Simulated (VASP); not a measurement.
Set up this calculation in VASP 6.6.1, as the native input.

| Property | Result |
| --- | --- |
| Task | single point |
| Functional | b88 exchange, pbe correlation |
| Potentials or basis | VASP PAW PBE potentials, release 64 (W_sv, C_h) |
| Cutoff | 1300 eV |
| k mesh | 10 × 10 × 9 |
| Occupations | fermi-dirac, width 0.05 eV |
| Spin | no spin polarisation |
| Dipole correction | no |
| Further INCAR settings | ALGO = Normal; EDIFF = 1e-06; NBANDS = 16 |

The structure of WC lies in POSCAR:

```
WC
1.0
    2.8869927008      0.0000000000      0.0000000000
   -1.4434963504      2.5002090195      0.0000000000
    0.0000000000      0.0000000000      2.8175618425
W C
1 1
Direct
    0.0000000000      0.0000000000      0.0000000000
    0.6666666667      0.3333333333      0.5000000000
```

These files were run (other wordings do the same):

INCAR

```
PREC = Accurate
ENCUT = 1300
EDIFF = 1E-6
ISMEAR = -1
SIGMA = 0.05
LREAL = F
LASPH = T
NELM = 120
ALGO = Normal
ISIF = 2
LWAVE = F
LCHARG = T
GGA = LIBXC
LIBXC1 = GGA_X_B88
LIBXC2 = GGA_C_PBE
LELF = T
LVHAR = T
NBANDS = 16
GGA_COMPAT = F
```

KPOINTS

```
Automatic mesh
0
Gamma
  10 10 9
```

Potentials or basis: VASP PAW PBE potentials, release 64 (W_sv, C_h).

Run with:

```sh
$ cat potpaw_PBE.64/W_sv/POTCAR potpaw_PBE.64/C_h/POTCAR > POTCAR
$ mpirun -np 1 vasp_std > vasp.out
```

Results of the run:

The pressure is 15.6 GPa and the band gap on the k mesh is zero (bands 9 and 10 overlap by 1.23 eV).

Caveat: the cell stands under pressure; the PAW data sets were made with another functional, which shifts forces and pressure a little; spin-orbit coupling is left out, which moves the levels of the heavy elements.

It took 80 s on 1 thread of AMD EPYC 7R43 64-Core Processor (Zen 3), with other jobs on the host, peak memory 0.24 GiB.
